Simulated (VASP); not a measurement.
# B3C2Br (P-3m1) in VASP: notebook

B3C2Br is run at these levels: PBE; tasks: single point, relaxation of cell and atoms.

Program: VASP 6.6.1. These are calculated values, not measurements. Logs are shortened: lines on timing, memory, paths and dates and some standing lists are left out, and cuts for length are marked.

## Step 1: The cell of the first run

Symmetry: P-3m1, No. 164, trigonal system. The conventional cell has a = 4.113 Å, b = 4.113 Å, c = 6.603 Å, α = 90.00°, β = 90.00°, γ = 120.00°. Within 3.4 Å of B (site symmetry 3m) lie 4 C at 2.47 to 2.55 Å and 6 B at 2.55 to 3.03 Å and 3 Br at 3.35 Å. Within 3.4 Å of B (site symmetry -3m) lie 6 B at 2.55 Å and 6 C at 2.87 Å and 2 Br at 3.30 Å. C (site symmetry 3m) has 7 B at 2.47 to 2.87 Å and 3 Br at 2.92 Å within 3.3 Å. Within 3.8 Å of Br (site symmetry -3m) lie 6 C at 2.92 Å and 8 B at 3.30 to 3.35 Å.

The cell was generated, and may not be a known phase.

## Step 2: Single point, PBE, collinear spin

INCAR reads:

```
SYSTEM = B3C2Br
ALGO = Normal
EDIFF = 1E-6
ENCUT = 520
GGA = PE
ISIF = 2
ISMEAR = 0
ISPIN = 2
LASPH = .TRUE.
LCHARG = .FALSE.
LORBIT = 11
LREAL = .FALSE.
LWAVE = .FALSE.
MAGMOM = 0 0 0 1 1 0
NBANDS = 25
NELM = 150
PREC = Accurate
SIGMA = 0.1
```

KPOINTS reads:

```
k-points
0
G
  6 6 4
  0 0 0
```

POSCAR reads:

```
B3C2Br
1.0
    4.1128381800      0.0000000000      0.0000000000
   -2.0564190900      3.5618223400      0.0000000000
    0.0000000000      0.0000000000      6.6031536100
B C Br
3 2 1
Direct
    0.6666666700      0.3333333300      0.3575947000
    0.3333333300      0.6666666700      0.6424053000
    0.0000000000      0.0000000000      0.5000000000
    0.6666666700      0.3333333300      0.7436280300
    0.3333333300      0.6666666700      0.2563719700
    0.0000000000      0.0000000000      0.0000000000
```

Potentials or basis: VASP PAW PBE potentials, release 64 (B, C, Br).

Run with:

```console
$ cat potpaw_PBE.64/B/POTCAR potpaw_PBE.64/C/POTCAR potpaw_PBE.64/Br/POTCAR > POTCAR
$ mpirun -np 1 vasp_std > vasp.out
```

OUTCAR:

```text
SYSTEM = B3C2Br
   EDIFF = 1E-6
   ENCUT = 520
   GGA = PE
   ISIF = 2
   ISMEAR = 0
   ISPIN = 2
   LASPH = .TRUE.
   LORBIT = 11
   LREAL = .FALSE.
   NELM = 150
   PREC = Accurate

 ion  position               nearest neighbor table
   1  0.667  0.333  0.358-
   2  0.333  0.667  0.642-
   3  0.000  0.000  0.500-
   4  0.667  0.333  0.744-
   5  0.333  0.667  0.256-
   6  0.000  0.000  0.000-

  LATTYP: Found a hexagonal cell.
 ALAT       =     4.1128381800
 C/A-ratio  =     1.6054980335

  Lattice vectors:

 A1 = (   4.1128381800,   0.0000000000,   0.0000000000)
 A2 = (  -2.0564190900,   3.5618223400,   0.0000000000)
 A3 = (   0.0000000000,   0.0000000000,   6.6031536100)

Analysis of symmetry for initial positions (statically):
=====================================================================
 Subroutine PRICEL returns:
 Original cell was already a primitive cell.

 Routine SETGRP: Setting up the symmetry group for a
 hexagonal supercell.

 Subroutine GETGRP returns: Found 12 space group operations
 (whereof 12 operations were pure point group operations)
 out of a pool of 24 trial point group operations.

The static configuration has the point symmetry D_3d.

Analysis of symmetry for dynamics (positions and initial velocities):
=====================================================================
 Subroutine PRICEL returns:
 Original cell was already a primitive cell.

 Routine SETGRP: Setting up the symmetry group for a
 hexagonal supercell.

 Subroutine GETGRP returns: Found 12 space group operations
 (whereof 12 operations were pure point group operations)
 out of a pool of 24 trial point group operations.

The dynamic configuration has the point symmetry D_3d.

Analysis of structural, dynamic, and magnetic symmetry:
=====================================================================
 Subroutine PRICEL returns:
 Original cell was already a primitive cell.

 Routine SETGRP: Setting up the symmetry group for a
 hexagonal supercell.

 Subroutine GETGRP returns: Found 12 space group operations
 (whereof 12 operations were pure point group operations)
 out of a pool of 24 trial point group operations.

The overall configuration has the point symmetry D_3d.

 Subroutine INISYM returns: Found 12 space group operations
 (whereof 12 operations are pure point group operations),
 and found     1 'primitive' translations

----------------------------------------------------------------------------------------

                                     Primitive cell

  volume of cell :      96.7309

  direct lattice vectors                    reciprocal lattice vectors
     4.112838180  0.000000000  0.000000000     0.243141100  0.140377580  0.000000000
    -2.056419090  3.561822340  0.000000000     0.000000000  0.280755160  0.000000000
     0.000000000  0.000000000  6.603153610     0.000000000  0.000000000  0.151442789

  length of vectors
     4.112838180  4.112838175  6.603153610     0.280755159  0.280755160  0.151442789

  position of ions in fractional coordinates (direct lattice)
     0.666666670  0.333333330  0.357594700
     0.333333330  0.666666670  0.642405300
     0.000000000  0.000000000  0.500000000
     0.666666670  0.333333330  0.743628030
     0.333333330  0.666666670  0.256371970
     0.000000000  0.000000000  0.000000000

  ion indices of the primitive-cell ions
   primitive index   ion index
                 1           1
                 2           2
                 3           3
                 4           4
                 5           5
                 6           6

----------------------------------------------------------------------------------------

 KPOINTS: k-points

Automatic generation of k-mesh.
 Grid dimensions read from file:
 generate k-points for:    6    6    4

 Generating k-lattice:

  Cartesian coordinates                     Fractional coordinates (reciprocal lattice)
     0.040523517  0.023396263  0.000000000     0.166666667 -0.000000000  0.000000000
     0.000000000  0.046792527  0.000000000     0.000000000  0.166666667  0.000000000
     0.000000000  0.000000000  0.037860697     0.000000000  0.000000000  0.250000000

  Length of vectors
     0.046792527  0.046792527  0.037860697

  Shift w.r.t. Gamma in fractional coordinates (k-lattice)
     0.000000000  0.000000000  0.000000000

 Subroutine IBZKPT returns following result:
 ===========================================

 Found     24 irreducible k-points:

 Following reciprocal coordinates:
            Coordinates               Weight
  0.000000  0.000000  0.000000      1.000000
  0.166667  0.000000  0.000000      6.000000
  0.333333 -0.000000  0.000000      6.000000
  0.500000 -0.000000  0.000000      3.000000
  0.166667  0.166667  0.000000      6.000000
  0.333333  0.166667  0.000000     12.000000
[... 16 lines left out ...]
  0.333333  0.166667  0.500000     12.000000
  0.333333  0.333333  0.500000      2.000000
   k-points           NKPTS =     24   k-points in BZ     NKDIM =     24   number of bands    NBANDS=     25
   number of dos      NEDOS =    301   number of ions     NIONS =      6
   total plane-waves  NPLWV =  51200
   dimension x,y,z NGX =    32 NGY =   32 NGZ =   50
   dimension x,y,z NGXF=    64 NGYF=   64 NGZF=  100
   ions per type =               3   2   1
   NGX,Y,Z   is equivalent  to a cutoff of  12.93, 12.93, 12.59 a.u.
   NGXF,Y,Z  is equivalent  to a cutoff of  25.87, 25.87, 25.18 a.u.
 SYSTEM =  B3C2Br
   PREC   = accura    normal or accurate (medium, high low for compatibility)
   ISTART =      0    job   : 0-new  1-cont  2-samecut
   ICHARG =      2    charge: 1-file 2-atom 10-const
   ISPIN  =      2    spin polarized calculation?
   LNONCOLLINEAR =      F non collinear calculations
   LSORBIT =      F    spin-orbit coupling
   LASPH  =      T    aspherical Exc in radial PAW
   ENCUT  =  520.0 eV  38.22 Ry    6.18 a.u.   7.65  7.65 12.28*2*pi/ulx,y,z
   NELM   =    150;   NELMIN=  2; NELMDL= -5     # of ELM steps
   EDIFF  = 0.1E-05   stopping-criterion for ELM
   LREAL  =      F    real-space projection
   EDIFFG = 0.1E-04   stopping-criterion for IOM
   NSW    =      0    number of steps for IOM
   IBRION =     -1    ionic relax: 0-MD 1-quasi-New 2-CG
   NFREE  =      0    steps in history (QN), initial steepest desc. (CG)
   ISIF   =      2    stress and relaxation
   ISYM   =      2    0-nonsym 1-usesym 2-fastsym
   POTIM  = 0.5000    time-step for ionic-motion
   TEBEG  =    0.0;   TEEND  =   0.0 temperature during run
   PSTRESS=    0.0 pullay stress
   NELECT =      24.0000    total number of electrons
   NUPDOWN=      -1.0000    fix difference up-down
   EMIN   =  10.00;   EMAX   =-10.00  energy-range for DOS
   EFERMI =   0.00;   METHOD = LEGACY
   ISMEAR =     0;   SIGMA  =   0.10  broadening in eV -4-tet -1-fermi 0-gaus
   EFERMI_NEDOS =   21; number of points for ismear=-14 and -15
   IALGO  =     38    algorithm
   IMIX   =      4    mixing-type and parameters
     AMIX     =   0.40;   BMIX     =  1.00
     AMIX_MAG =   1.60;   BMIX_MAG =  1.00
  volume/ion in A,a.u.               =      16.12       108.80
  Fermi-wavevector in a.u.,A,eV,Ry     =   1.028703  1.943967 14.398101  1.058231
  Thomas-Fermi vector in A             =   2.162713
   LORBIT       =     11    0 simple, 1 ext, 2 COOP (PROOUT), +10 PAW based schemes
   GGA     = PE    functional components
   LHFCALC =     F    Hartree Fock is set to
   AEXX    =    0.0000 exact exchange contribution
   IVDW    =     0    specifies the selected vdW correction
   LEPSILON=     F    determine dielectric tensor
   LRPA    =     F    only Hartree local field effects (RPA)
 spin polarized calculation
 Gauss-broadening in eV      SIGMA  =   0.10
  energy-cutoff  :      520.00
  volume of cell :       96.73
 maximum number of plane-waves:      2623
 NGX is ok and might be reduce to    32
   NGX = 15   NGY = 15   NGZ = 25

 number of electron      23.9999999 magnetization       0.0002815

 Free energy of the ion-electron system (eV)
  ---------------------------------------------------
  ext. energy  EPLUGINS =         0.00000000
  ---------------------------------------------------
  free energy    TOTEN  =       -19.87034983 eV

  energy without entropy =      -19.84414198  energy(sigma->0) =      -19.85724591

 E-fermi :   1.4943     XC(G=0):  -9.4804

 val. band max:        1.4774440927   @ k =   0.3333   0.1667   0.0000
 cond. band min:       1.5074212867   @ k =   0.0000   0.0000   0.2500
 fundamental gap:      0.0299771941
 Fermi energy:         1.4943382407

 spin component 1

 k-point     1 :       0.0000    0.0000    0.0000
  band No.  band energies     occupation
      1     -13.2395      1.00000
      2      -8.9992      1.00000
      3      -7.8344      1.00000
      4      -3.8109      1.00000
      5      -1.4074      1.00000
      6      -0.4881      1.00000
[... 637 lines left out ...]
     23       8.1428      0.00000
     24       8.1428      0.00000
 Fermi energy:         1.4943382407

 spin component 2

 k-point     1 :       0.0000    0.0000    0.0000
  band No.  band energies     occupation
      1     -13.2395      1.00000
      2      -8.9992      1.00000
      3      -7.8344      1.00000
      4      -3.8108      1.00000
      5      -1.4074      1.00000
      6      -0.4881      1.00000
[... 637 lines left out ...]
     23       8.1430      0.00000
     24       8.1430      0.00000
 [bands above 24 left out]

------------------------ aborting loop because EDIFF is reached ----------------------------------------

  FORCE on cell =-STRESS in cart. coord.  units (eV):
  Direction    XX          YY          ZZ          XY          YZ          ZX
  --------------------------------------------------------------------------------------
  -------------------------------------------------------------------------------------
  Total      -16.8224766    -16.8224765     -6.4736601      0.0000000     -0.0000000      0.0000000
  in kB     -278.6347241   -278.6347233   -107.2247885      0.0000000     -0.0000000      0.0000000
  external PRESSURE =    -221.4980787 kB  Pullay stress =       0.0000000 kB

 VOLUME and BASIS-vectors are now :
 -----------------------------------------------------------------------------
  energy-cutoff  :      520.00
  volume of cell :       96.73
      direct lattice vectors                 reciprocal lattice vectors
     4.112838180  0.000000000  0.000000000     0.243141100  0.140377580  0.000000000
    -2.056419090  3.561822340  0.000000000     0.000000000  0.280755160  0.000000000
     0.000000000  0.000000000  6.603153610     0.000000000  0.000000000  0.151442789

 POSITION                                       TOTAL-FORCE (eV/Angst)
 -----------------------------------------------------------------------------------
      2.05642      1.18727      2.36125        -0.000000      0.000000      0.642400
     -0.00000      2.37455      4.24190         0.000000     -0.000000     -0.642400
      0.00000      0.00000      3.30158         0.000000      0.000000      0.000000
      2.05642      1.18727      4.91029        -0.000000      0.000000     -1.258470
     -0.00000      2.37455      1.69286         0.000000     -0.000000      1.258470
      0.00000      0.00000      0.00000         0.000000      0.000000      0.000000
 -----------------------------------------------------------------------------------
    total drift:                               -0.000000      0.000000      0.000000

  FREE ENERGIE OF THE ION-ELECTRON SYSTEM (eV)
  ---------------------------------------------------
  free  energy   TOTEN  =       -19.8703498340 eV

  energy  without entropy=      -19.8441419783  energy(sigma->0) =      -19.85724591

 total charge

# of ion       s       p       d       tot
------------------------------------------
    1        0.783   0.512   0.000   1.294
    2        0.783   0.512   0.000   1.294
    3        0.812   0.486   0.000   1.298
    4        1.053   0.915   0.000   1.969
    5        1.053   0.915   0.000   1.969
    6        1.646   3.008   0.020   4.674
--------------------------------------------------
tot          6.129   6.349   0.020  12.498

 magnetization (x)

# of ion       s       p       d       tot
------------------------------------------
    1        0.000   0.000   0.000   0.000
    2        0.000   0.000   0.000   0.000
    3        0.000   0.000   0.000   0.000
    4        0.000   0.000   0.000   0.000
    5        0.000   0.000   0.000   0.000
    6        0.000   0.000  -0.000   0.000
--------------------------------------------------
tot          0.000   0.000  -0.000   0.000
```

Run time: 67 s. Hardware: 1 thread of Intel Xeon 6975P-C (Granite Rapids), shared host; peak memory 0.3 GiB.

Results:

* Free energy: -19.8703 eV
* Pressure: -22.1 GPa
* Largest force: 1.258 eV/Å
* Band gap on the k mesh: zero (filled and empty bands overlap)
* Net moment: 0.00 μB per cell
* Valence electrons inside the program's atomic spheres: B 1.29, 1.30 (each value once); C 1.97; Br 4.67

Forces on the atoms (eV/Å):
```
B    0.000  0.000  0.642
B    0.000  0.000 -0.642
B    0.000  0.000  0.000
C    0.000  0.000 -1.258
C    0.000  0.000  1.258
Br   0.000  0.000  0.000
```

Levels at points of the mesh, in eV from the Fermi level:
Spin up:
```tsv
k point	band 8	band 9	band 10	band 11	band 12	band 13	band 14	band 15	band 16	band 17
(0.00, 0.00, 0.00)	-1.52	-1.15	-1.15	-0.08	0.10	0.13	0.13	0.29	0.29	0.44
(0.50, 0.00, 0.00)	-3.14	-2.27	-1.31	-0.90	-0.62	0.23	1.79	1.88	2.79	2.85
(0.00, 0.00, 0.50)	-1.94	-0.84	-0.84	-0.36	-0.36	-0.24	-0.04	0.11	0.11	1.49
(0.50, 0.00, 0.50)	-2.77	-2.49	-2.14	-2.03	0.39	0.60	0.90	2.05	2.42	2.55
```
Spin down:
| k point | band 8 | band 9 | band 10 | band 11 | band 12 | band 13 | band 14 | band 15 | band 16 | band 17 |
| --- | --- | --- | --- | --- | --- | --- | --- | --- | --- | --- |
| (0.00, 0.00, 0.00) | -1.52 | -1.15 | -1.15 | -0.08 | 0.10 | 0.13 | 0.13 | 0.29 | 0.29 | 0.44 |
| (0.50, 0.00, 0.00) | -3.14 | -2.27 | -1.31 | -0.90 | -0.62 | 0.23 | 1.79 | 1.88 | 2.79 | 2.85 |
| (0.00, 0.00, 0.50) | -1.94 | -0.84 | -0.84 | -0.36 | -0.36 | -0.24 | -0.04 | 0.11 | 0.11 | 1.49 |
| (0.50, 0.00, 0.50) | -2.77 | -2.49 | -2.14 | -2.03 | 0.39 | 0.60 | 0.90 | 2.05 | 2.42 | 2.55 |

Caveat: the stress differs along the axes, from -28 to -11 GPa; forces of over 1 eV/Å act on the atoms, so gaps and moduli don't describe the material at rest.

## Step 3: Relaxation of cell and atoms, PBE

This run uses another cell than the first one, of 11.82 Å³/atom.

INCAR reads:

```
PREC = Accurate
ENCUT = 600
EDIFF = 1E-6
ISMEAR = 0
SIGMA = 0.1
LREAL = False
LASPH = True
NELM = 80
ALGO = Normal
ISIF = 3
LWAVE = False
LCHARG = False
GGA = PE
IBRION = 2
NSW = 100
EDIFFG = -0.01
```

KPOINTS reads:

```
regular mesh
0
Gamma
  18 18 4
```

POSCAR reads:

```
B3C2Br
1.0
    2.7360057003      0.0000000000      0.0000000000
   -1.3680028501      2.3694504413      0.0000000000
    0.0000000000      0.0000000000     10.9424724781
B C Br
3 2 1
Direct
    0.6666666667      0.3333333333      0.3585667477
    0.3333333333      0.6666666667      0.6414332523
    0.0000000000      0.0000000000      0.5000000000
    0.6666666667      0.3333333333      0.6367468666
    0.3333333333      0.6666666667      0.3632531334
    0.0000000000      0.0000000000      0.0000000000
```

Potentials or basis: VASP PAW PBE potentials, release 64 (B, C, Br).

Run with:

```console
$ cat potpaw_PBE.64/B/POTCAR potpaw_PBE.64/C/POTCAR potpaw_PBE.64/Br/POTCAR > POTCAR
$ mpirun -np 1 vasp_std > vasp.out
```

Run time: 16 min. Hardware: 1 thread of Intel Xeon 6975P-C (Granite Rapids), shared host; peak memory 0.38 GiB.

The run converged. Its results:

```yaml
Free_energy: -35.1320 eV
Relaxed_volume: 12.20 Å³/atom
Relaxed_cell: a = 2.740 Å, b = 2.740 Å, c = 11.253 Å, α = 90.00°, β = 90.00°, γ = 120.00°
Space_group_after_relaxing_to_0.1_Å: P-3m1 (No. 164)
Energy_gained_by_relaxing: 0.3 meV/atom
Ionic_steps: 26
Pressure_after_relaxing: -0.1 GPa
Largest_force_after_relaxing: 0.005 eV/Å
Band_gap_on_the_k_mesh: zero (bands 12 and 13 overlap by 3.41 eV)
```

Forces on the atoms (eV/Å):
```
B    0.000  0.000  0.004
B    0.000  0.000 -0.004
B    0.000  0.000  0.000
C    0.000  0.000  0.005
C    0.000  0.000 -0.005
Br   0.000  0.000  0.000
```

Stress tensor (GPa, compression positive):
```
-0.13  0.00  0.00
 0.00 -0.13  0.00
 0.00  0.00  0.03
```

Step by step:
```tsv
step	energy change (eV)	largest force (eV/Å)	pressure (GPa)	volume (Å³)
1	0.0000	0.0365	0.56	70.94
2	0.0000	0.0081	-0.53	71.36
3	-0.0006	0.0226	0.02	71.15
4	-0.0006	0.0218	0.00	71.15
5	-0.0006	0.0146	0.01	71.17
6	-0.0006	0.0192	0.01	71.20
7	-0.0007	0.0193	0.04	71.23
8	-0.0008	0.0191	0.10	71.31
9	-0.0009	0.0190	0.21	71.47
10	-0.0010	0.0229	0.45	71.79
11	-0.0010	0.0235	0.45	71.80
12	-0.0010	0.0236	0.44	71.82
13	-0.0011	0.0242	0.43	71.86
14	-0.0011	0.0257	0.41	71.93
15	-0.0012	0.0294	0.36	72.09
16	-0.0014	0.0363	0.27	72.41
17	-0.0015	0.0502	0.09	73.04
18	-0.0015	0.0480	0.12	72.92
19	-0.0015	0.0421	0.19	72.66
20	-0.0015	0.0454	0.15	72.83
21	-0.0015	0.0463	0.14	72.88
22	-0.0016	0.0412	0.11	72.92
23	-0.0018	0.0254	0.04	73.03
24	-0.0019	0.0050	-0.13	73.26
25	-0.0019	0.0036	-0.10	73.21
26	-0.0019	0.0053	-0.08	73.18
```

Final structure:
```cif
data_structure
_symmetry_space_group_name_H-M 'P 1'
_symmetry_Int_Tables_number 1
_cell_length_a 2.7404
_cell_length_b 2.7404
_cell_length_c 11.2530
_cell_angle_alpha 90.000
_cell_angle_beta 90.000
_cell_angle_gamma 120.000
_cell_volume 73.18
loop_
_atom_site_label
_atom_site_type_symbol
_atom_site_fract_x
_atom_site_fract_y
_atom_site_fract_z
_atom_site_occupancy
B1 B 0.66667 0.33333 0.36242 1
B2 B 0.33333 0.66667 0.63758 1
B3 B 0.00000 0.00000 0.50000 1
C1 C 0.66667 0.33333 0.63269 1
C2 C 0.33333 0.66667 0.36731 1
Br1 Br 0.00000 0.00000 0.00000 1
```

Levels at points of the mesh, in eV from the Fermi level:
```tsv
k point	band 9	band 10	band 11	band 12	band 13	band 14	band 15	band 16
(0.00, 0.00, 0.00)	-1.22	-1.22	2.10	2.76	2.76	3.19	3.19	5.71
(0.50, 0.00, 0.00)	-3.97	-2.83	-1.91	-0.47	0.01	1.34	3.40	4.05
(0.00, 0.00, 0.50)	-1.22	-1.22	2.49	2.76	2.76	3.19	3.19	4.42
(0.50, 0.00, 0.50)	-3.97	-2.84	-1.89	-0.46	0.01	1.32	3.41	4.05
```

Caveat: this functional lacks dispersion, which binds layers or chains, so the pressure and a relaxed spacing across them are unreliable.

(Part 1 of 2 ends here.)

The gap in the log of VASP goes by the Fermi energy; the results here count the filled bands.